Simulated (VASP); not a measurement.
# LiCl: relaxation of cell and atoms with PBE

LiCl:

```
Li Cl
1.0
     3.93366    0.00000    0.00000
    -1.96683    3.40665    0.00000
     0.00000    0.00000    6.23742
Li Cl
2 2
Cartesian
  0.0000 2.2711 5.0935
  1.9668 1.1356 1.9748
  1.9668 1.1356 5.8223
  0.0000 2.2711 2.7036
```

```yaml
Program: VASP 6.6.1
Task: relaxation of cell and atoms
Functional: PBE
Potentials_or_basis: VASP PAW PBE potentials, release 64 (Li_sv, Cl)
Cutoff: 600 eV
k_mesh: 6 × 6 × 4
Occupations: gaussian, width 0.02 eV
Spin: no spin polarisation
Dipole_correction: no
Further_INCAR_settings: ALGO = Normal; EDIFF = 1e-06; IBRION = 2; EDIFFG = -0.01; NSW = 100; ISIF = 3
```

| Quantity | Value |
| --- | --- |
| Relaxed volume | 20.94 Å³/atom |
| Relaxed cell | a = 3.932 Å, b = 3.932 Å, c = 6.257 Å, α = 90.00°, β = 90.00°, γ = 120.00° |
| Space group after relaxing (to 0.1 Å) | P6_3mc (No. 186) |
| Energy gained by relaxing | 0.0 meV/atom |
| Ionic steps | 3 |
| Pressure after relaxing | 0.0 GPa |
| Largest force after relaxing | 0.010 eV/Å |
| Band gap on the k mesh | 5.93 eV |

Forces on the atoms (eV/Å):
```
Li   0.000  0.000 -0.010
Li   0.000  0.000 -0.010
Cl   0.000  0.000  0.010
Cl   0.000  0.000  0.010
```

Step by step:
```csv
step,energy change (eV),largest force (eV/Å),pressure (GPa),volume (Å³)
1,0.0000,0.0020,0.03,83.59
2,-0.0001,0.0041,0.02,83.64
3,-0.0001,0.0095,-0.03,83.77
```

Final structure:
```cif
data_structure
_symmetry_space_group_name_H-M 'P 1'
_symmetry_Int_Tables_number 1
_cell_length_a 3.9320
_cell_length_b 3.9320
_cell_length_c 6.2568
_cell_angle_alpha 90.000
_cell_angle_beta 90.000
_cell_angle_gamma 120.000
_cell_volume 83.77
loop_
_atom_site_label
_atom_site_type_symbol
_atom_site_fract_x
_atom_site_fract_y
_atom_site_fract_z
_atom_site_occupancy
Li1 Li 0.33333 0.66667 0.81654 1
Li2 Li 0.66667 0.33333 0.31654 1
Cl1 Cl 0.66667 0.33333 0.93350 1
Cl2 Cl 0.33333 0.66667 0.43350 1
```

Levels at points of the mesh, in eV from the valence-band top:
```csv
k point,band 7,band 8,band 9,band 10,band 11,band 12,band 13,band 14
"(0.00, 0.00, 0.00)",-0.43,-0.10,-0.10,0.00,5.93,8.16,9.90,9.90
"(0.50, 0.00, 0.00)",-1.16,-0.94,-0.59,-0.37,7.84,7.95,9.06,10.28
"(0.00, 0.00, 0.50)",-0.27,-0.27,-0.27,-0.27,7.24,7.24,10.11,10.11
"(0.50, 0.00, 0.50)",-0.67,-0.67,-0.58,-0.58,7.37,7.37,9.88,9.88
```

It took 60 s on 1 thread of Oxide Virtual Turin-like Processor (shared host), peak memory 0.18 GiB.

Caveat: the cutoff is under 1.25 times the usual one of these potentials, so pressure, stress and relaxed cells hold a basis-set (Pulay) error. A k mesh can miss the band edges.
